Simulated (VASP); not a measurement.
# VO2 (P4_2/mnm) in VASP: settings compared

Aim: see how the results for VO2 move with the level of theory and the settings. Levels: SVWN5, PBEsol+D3(BJ). Tasks: single point.

All numbers are computed with VASP 6.6.1; they aren't measurements. Logs are shortened: lines on timing, memory, paths and dates and some standing lists are left out, and cuts for length are marked.

## 1. The cell of the first run

It takes space group P4_2/mnm (No. 136, tetragonal). Conventional cell: a = 4.567 Å, b = 4.567 Å, c = 3.085 Å, α = 90.00°, β = 90.00°, γ = 90.00°. V (site symmetry mmm) has 6 O at 1.94 to 2.01 Å within 2.6 Å. O (site symmetry m2m) has 3 V at 1.94 to 2.01 Å and 1 O at 2.59 Å within 2.6 Å.

## 2. Single point, SVWN5, collinear spin, ferromagnetic start

File INCAR:

```
ALGO = Normal
EDIFF = 1E-6
ENCUT = 600
GGA = VW
GGA_COMPAT = F
ISIF = 2
ISMEAR = -1
ISPIN = 2
LASPH = T
LCHARG = T
LELF = T
LMAXMIX = 4
LORBIT = 11
LREAL = F
LVHAR = T
LWAVE = F
MAGMOM = 2 2 0 0 0 0
NBANDS = 38
NELM = 200
PREC = Accurate
SIGMA = 0.05
```

File KPOINTS:

```
k-points
0
Gamma
  6 6 9
```

File POSCAR:

```
VO2
1.0
    4.5665141372      0.0000000000      0.0000000000
    0.0000000000      4.5665141372      0.0000000000
    0.0000000000      0.0000000000      3.0845131470
V O
2 4
Direct
    0.5000000000      0.5000000000      0.5000000000
    0.0000000000      0.0000000000      0.0000000000
    0.2003580000      0.7996420000      0.5000000000
    0.7996420000      0.2003580000      0.5000000000
    0.7003580000      0.7003580000      0.0000000000
    0.2996420000      0.2996420000      0.0000000000
```

Potentials or basis: VASP PAW PBE potentials, release 64 (V_sv, O).

On the command line:

```bash
cat potpaw_PBE.64/V_sv/POTCAR potpaw_PBE.64/O/POTCAR > POTCAR
mpirun -np 1 vasp_std > vasp.out
```

OUTCAR:

```text
EDIFF = 1E-6
   ENCUT = 600
   GGA = VW
   ISIF = 2
   ISMEAR = -1
   ISPIN = 2
   LASPH = T
   LORBIT = 11
   LREAL = F
   NELM = 200
   PREC = Accurate

 ion  position               nearest neighbor table
   1  0.500  0.500  0.500-   3 1.94   4 1.94   5 2.01   6 2.01   5 2.01   6 2.01
   2  0.000  0.000  0.000-   5 1.94   6 1.94   3 2.01   4 2.01   3 2.01   4 2.01
   3  0.200  0.800  0.500-   1 1.94   2 2.01   2 2.01
   4  0.800  0.200  0.500-   1 1.94   2 2.01   2 2.01
   5  0.700  0.700  0.000-   2 1.94   1 2.01   1 2.01
   6  0.300  0.300  0.000-   2 1.94   1 2.01   1 2.01

  LATTYP: Found a simple tetragonal cell.
 ALAT       =     4.5665141372
 C/A-ratio  =     0.6754633960

  Lattice vectors:

 A1 = (   4.5665141372,   0.0000000000,   0.0000000000)
 A2 = (   0.0000000000,   4.5665141372,   0.0000000000)
 A3 = (   0.0000000000,   0.0000000000,   3.0845131470)

Analysis of symmetry for initial positions (statically):
=====================================================================
 Subroutine PRICEL returns:
 Original cell was already a primitive cell.

 Routine SETGRP: Setting up the symmetry group for a
 simple tetragonal supercell.

 Subroutine GETGRP returns: Found 16 space group operations
 (whereof  8 operations were pure point group operations)
 out of a pool of 16 trial point group operations.

The static configuration has the point symmetry D_2h.
 The point group associated with its full space group is D_4h.

Analysis of symmetry for dynamics (positions and initial velocities):
=====================================================================
 Subroutine PRICEL returns:
 Original cell was already a primitive cell.

 Routine SETGRP: Setting up the symmetry group for a
 simple tetragonal supercell.

 Subroutine GETGRP returns: Found 16 space group operations
 (whereof  8 operations were pure point group operations)
 out of a pool of 16 trial point group operations.

The dynamic configuration has the point symmetry D_2h.
 The point group associated with its full space group is D_4h.

Analysis of structural, dynamic, and magnetic symmetry:
=====================================================================
 Subroutine PRICEL returns:
 Original cell was already a primitive cell.

 Routine SETGRP: Setting up the symmetry group for a
 simple tetragonal supercell.

 Subroutine GETGRP returns: Found 16 space group operations
 (whereof  8 operations were pure point group operations)
 out of a pool of 16 trial point group operations.

The overall configuration has the point symmetry D_2h.
 The point group associated with its full space group is D_4h.

 Subroutine INISYM returns: Found 16 space group operations
 (whereof  8 operations are pure point group operations),
 and found     1 'primitive' translations

----------------------------------------------------------------------------------------

                                     Primitive cell

  volume of cell :      64.3215

  direct lattice vectors                    reciprocal lattice vectors
     4.566514137  0.000000000  0.000000000     0.218985416  0.000000000  0.000000000
     0.000000000  4.566514137  0.000000000     0.000000000  0.218985416  0.000000000
     0.000000000  0.000000000  3.084513147     0.000000000  0.000000000  0.324200272

  length of vectors
     4.566514137  4.566514137  3.084513147     0.218985416  0.218985416  0.324200272

  position of ions in fractional coordinates (direct lattice)
     0.500000000  0.500000000  0.500000000
     0.000000000  0.000000000  0.000000000
     0.200358000  0.799642000  0.500000000
     0.799642000  0.200358000  0.500000000
     0.700358000  0.700358000  0.000000000
     0.299642000  0.299642000  0.000000000

  ion indices of the primitive-cell ions
   primitive index   ion index
                 1           1
                 2           2
                 3           3
                 4           4
                 5           5
                 6           6

----------------------------------------------------------------------------------------

 KPOINTS: k-points

Automatic generation of k-mesh.
 Grid dimensions read from file:
 generate k-points for:    6    6    9

 Generating k-lattice:

  Cartesian coordinates                     Fractional coordinates (reciprocal lattice)
     0.036497569  0.000000000  0.000000000     0.166666667  0.000000000  0.000000000
     0.000000000  0.036497569  0.000000000     0.000000000  0.166666667  0.000000000
     0.000000000  0.000000000  0.036022252     0.000000000  0.000000000  0.111111111

  Length of vectors
     0.036497569  0.036497569  0.036022252

  Shift w.r.t. Gamma in fractional coordinates (k-lattice)
     0.000000000  0.000000000  0.000000000

 Subroutine IBZKPT returns following result:
 ===========================================

 Found     50 irreducible k-points:

 Following reciprocal coordinates:
            Coordinates               Weight
  0.000000  0.000000  0.000000      1.000000
  0.166667  0.000000  0.000000      4.000000
  0.333333  0.000000  0.000000      4.000000
  0.500000  0.000000  0.000000      2.000000
  0.166667  0.166667  0.000000      4.000000
  0.333333  0.166667  0.000000      8.000000
[... 16 lines left out ...]
  0.333333  0.000000  0.222222      8.000000
  0.500000  0.000000  0.222222      4.000000
 [... further k-points ...]
   k-points           NKPTS =     50   k-points in BZ     NKDIM =     50   number of bands    NBANDS=     38
   number of dos      NEDOS =    301   number of ions     NIONS =      6
   total plane-waves  NPLWV =  36288
   dimension x,y,z NGX =    36 NGY =   36 NGZ =   28
   dimension x,y,z NGXF=    72 NGYF=   72 NGZF=   56
   ions per type =               2   4
   NGX,Y,Z   is equivalent  to a cutoff of  13.11, 13.11, 15.09 a.u.
   NGXF,Y,Z  is equivalent  to a cutoff of  26.21, 26.21, 30.18 a.u.
 SYSTEM =  unknown system
   PREC   = accura    normal or accurate (medium, high low for compatibility)
   ISTART =      0    job   : 0-new  1-cont  2-samecut
   ICHARG =      2    charge: 1-file 2-atom 10-const
   ISPIN  =      2    spin polarized calculation?
   LNONCOLLINEAR =      F non collinear calculations
   LSORBIT =      F    spin-orbit coupling
   LASPH  =      T    aspherical Exc in radial PAW
   ENCUT  =  600.0 eV  44.10 Ry    6.64 a.u.   9.12  9.12  6.16*2*pi/ulx,y,z
   NELM   =    200;   NELMIN=  2; NELMDL= -5     # of ELM steps
   EDIFF  = 0.1E-05   stopping-criterion for ELM
   LREAL  =      F    real-space projection
[... 7 lines left out ...]
   TEBEG  =    0.0;   TEEND  =   0.0 temperature during run
   PSTRESS=    0.0 pullay stress
   NELECT =      50.0000    total number of electrons
   NUPDOWN=      -1.0000    fix difference up-down
   EMIN   =  10.00;   EMAX   =-10.00  energy-range for DOS
   EFERMI =   0.00;   METHOD = LEGACY
   ISMEAR =    -1;   SIGMA  =   0.05  broadening in eV -4-tet -1-fermi 0-gaus
   EFERMI_NEDOS =   21; number of points for ismear=-14 and -15
   IALGO  =     38    algorithm
   IMIX   =      4    mixing-type and parameters
     AMIX     =   0.40;   BMIX     =  1.00
     AMIX_MAG =   1.60;   BMIX_MAG =  1.00
  volume/ion in A,a.u.               =      10.72        72.34
  Fermi-wavevector in a.u.,A,eV,Ry     =   1.505264  2.844537 30.828360  2.265821
  Thomas-Fermi vector in A             =   2.616136
   LORBIT       =     11    0 simple, 1 ext, 2 COOP (PROOUT), +10 PAW based schemes
   GGA     = VW    functional components
   LHFCALC =     F    Hartree Fock is set to
   AEXX    =    0.0000 exact exchange contribution
   IVDW    =     0    specifies the selected vdW correction
   LEPSILON=     F    determine dielectric tensor
   LRPA    =     F    only Hartree local field effects (RPA)
 spin polarized calculation
  energy-cutoff  :      600.00
  volume of cell :       64.32
 maximum number of plane-waves:      2162
   NGX = 19   NGY = 19   NGZ = 13

 number of electron      49.9999976 magnetization       1.9998107

 Free energy of the ion-electron system (eV)
  ---------------------------------------------------
  ext. energy  EPLUGINS =         0.00000000
  ---------------------------------------------------
  free energy    TOTEN  =       -17.26687987 eV

  energy without entropy =      -17.22277025  energy(sigma->0) =      -17.24482506

 E-fermi :   4.8293     XC(G=0): -11.9119

 val. band max:        4.8216570659   @ k =   0.1667   0.1667   0.4444
 cond. band min:       4.8299307630   @ k =   0.5000   0.5000   0.3333
 fundamental gap:      0.0082736971
 Fermi energy:         4.8292824285

 spin component 1

 k-point     1 :       0.0000    0.0000    0.0000
  band No.  band energies     occupation
      1     -60.5514      1.00000
      2     -60.5442      1.00000
      3     -34.6772      1.00000
      4     -34.6772      1.00000
      5     -34.6542      1.00000
      6     -34.6362      1.00000
[... 29 lines left out ...]
     36      14.3531      0.00000
     37      14.3531      0.00000

 k-point     2 :       0.1667    0.0000    0.0000
  band No.  band energies     occupation
      1     -60.5509      1.00000
      2     -60.5447      1.00000
      3     -34.6736      1.00000
      4     -34.6733      1.00000
      5     -34.6530      1.00000
      6     -34.6374      1.00000
[... 29 lines left out ...]
     36      14.3369      0.00000
     37      14.5750      0.00000
[... 838 lines left out ...]
     36      15.1125      0.00000
     37      16.5308      0.00000

 k-point    24 :       0.5000    0.0000    0.2222
  band No.  band energies     occupation
      1     -60.5427      1.00000
      2     -60.5427      1.00000
      3     -34.7152      1.00000
      4     -34.7152      1.00000
      5     -34.6477      1.00000
      6     -34.6477      1.00000
[... 29 lines left out ...]
     36      14.2273      0.00000
     37      17.2683      0.00000

 [... further k-points ...]

 spin component 2

 k-point     1 :       0.0000    0.0000    0.0000
  band No.  band energies     occupation
      1     -59.5522      1.00000
      2     -59.5444      1.00000
      3     -33.7386      1.00000
      4     -33.7386      1.00000
      5     -33.6451      1.00000
      6     -33.6255      1.00000
[... 29 lines left out ...]
     36      14.5679      0.00000
     37      14.5679      0.00000

 k-point     2 :       0.1667    0.0000    0.0000
  band No.  band energies     occupation
      1     -59.5516      1.00000
      2     -59.5449      1.00000
      3     -33.7367      1.00000
      4     -33.7365      1.00000
      5     -33.6438      1.00000
      6     -33.6269      1.00000
[... 29 lines left out ...]
     36      14.5339      0.00000
     37      14.7951      0.00000
[... 838 lines left out ...]
     36      15.2362      0.00000
     37      16.7553      0.00000

 k-point    24 :       0.5000    0.0000    0.2222
  band No.  band energies     occupation
      1     -59.5429      1.00000
      2     -59.5429      1.00000
      3     -33.7365      1.00000
      4     -33.7365      1.00000
      5     -33.6944      1.00000
      6     -33.6944      1.00000
[... 29 lines left out ...]
     36      14.3351      0.00000
     37      17.5089      0.00000

 [... further k-points ...]

 [bands above 37 left out]

------------------------ aborting loop because EDIFF is reached ----------------------------------------

  FORCE on cell =-STRESS in cart. coord.  units (eV):
  Direction    XX          YY          ZZ          XY          YZ          ZX
  --------------------------------------------------------------------------------------
  -------------------------------------------------------------------------------------
  Total       -9.0532368     -9.0532368    -16.8268901      0.0000000      0.0000000      0.0000000
  in kB     -225.5060638   -225.5060638   -419.1391254      0.0000000      0.0000000      0.0000000
  external PRESSURE =    -290.0504177 kB  Pullay stress =       0.0000000 kB

 VOLUME and BASIS-vectors are now :
 -----------------------------------------------------------------------------
  energy-cutoff  :      600.00
  volume of cell :       64.32
      direct lattice vectors                 reciprocal lattice vectors
     4.566514137  0.000000000  0.000000000     0.218985416  0.000000000  0.000000000
     0.000000000  4.566514137  0.000000000     0.000000000  0.218985416  0.000000000
     0.000000000  0.000000000  3.084513147     0.000000000  0.000000000  0.324200272

 POSITION                                       TOTAL-FORCE (eV/Angst)
 -----------------------------------------------------------------------------------
      2.28326      2.28326      1.54226         0.000000     -0.000000      0.000000
      0.00000      0.00000      0.00000         0.000000     -0.000000      0.000000
      0.91494      3.65158      1.54226        -0.235323      0.235323     -0.000000
      3.65158      0.91494      1.54226         0.235323     -0.235323      0.000000
      3.19819      3.19819      0.00000        -0.235323     -0.235323      0.000000
      1.36832      1.36832      0.00000         0.235323      0.235323     -0.000000
 -----------------------------------------------------------------------------------
    total drift:                                0.000000      0.000000      0.000000

  FREE ENERGIE OF THE ION-ELECTRON SYSTEM (eV)
  ---------------------------------------------------
  free  energy   TOTEN  =       -17.2668798750 eV

  energy  without entropy=      -17.2227702455  energy(sigma->0) =      -17.24482506

 total charge

# of ion       s       p       d       tot
------------------------------------------
    1        2.258   6.279   2.814  11.351
    2        2.258   6.279   2.814  11.351
    3        1.551   3.404   0.000   4.955
    4        1.551   3.404   0.000   4.955
    5        1.551   3.404   0.000   4.955
    6        1.551   3.404   0.000   4.955
--------------------------------------------------
tot         10.722  26.173   5.628  42.522

 magnetization (x)

# of ion       s       p       d       tot
------------------------------------------
    1        0.012   0.009   1.017   1.038
    2        0.012   0.009   1.017   1.038
    3       -0.002  -0.048   0.000  -0.050
    4       -0.002  -0.048   0.000  -0.050
    5       -0.002  -0.048   0.000  -0.050
    6       -0.002  -0.048   0.000  -0.050
--------------------------------------------------
tot          0.017  -0.174   2.034   1.877
```

Run time: 3 min. Hardware: 1 thread of Intel Xeon 6975P-C (Granite Rapids), shared host; peak memory 0.3 GiB.

What came out:

```
Free energy                                           : -17.2669 eV
Pressure                                              : -29.0 GPa
Largest force                                         : 0.333 eV/Å
Band gap on the k mesh                                : zero (filled and empty bands overlap)
Net moment                                            : 2.00 μB per cell
Site moments                                          : V +1.04; O -0.05 μB
Valence electrons inside the program's atomic spheres : V 11.35; O 4.96
```

Forces on the atoms (eV/Å):
```
V    0.000  0.000  0.000
V    0.000  0.000  0.000
O   -0.235  0.235  0.000
O    0.235 -0.235  0.000
O   -0.235 -0.235  0.000
O    0.235  0.235  0.000
```

Stress tensor (GPa, compression positive):
```
-22.55   0.00   0.00
  0.00 -22.55   0.00
  0.00   0.00 -41.91
```

Caveat: the stress differs along the axes, from -42 to -23 GPa; the PAW data sets were made with another functional, which shifts forces and pressure a little; semilocal functionals often make such compounds metallic where correlation or magnetic order opens a gap, which also shifts bond lengths.

(Continued in part 2 of 2.)
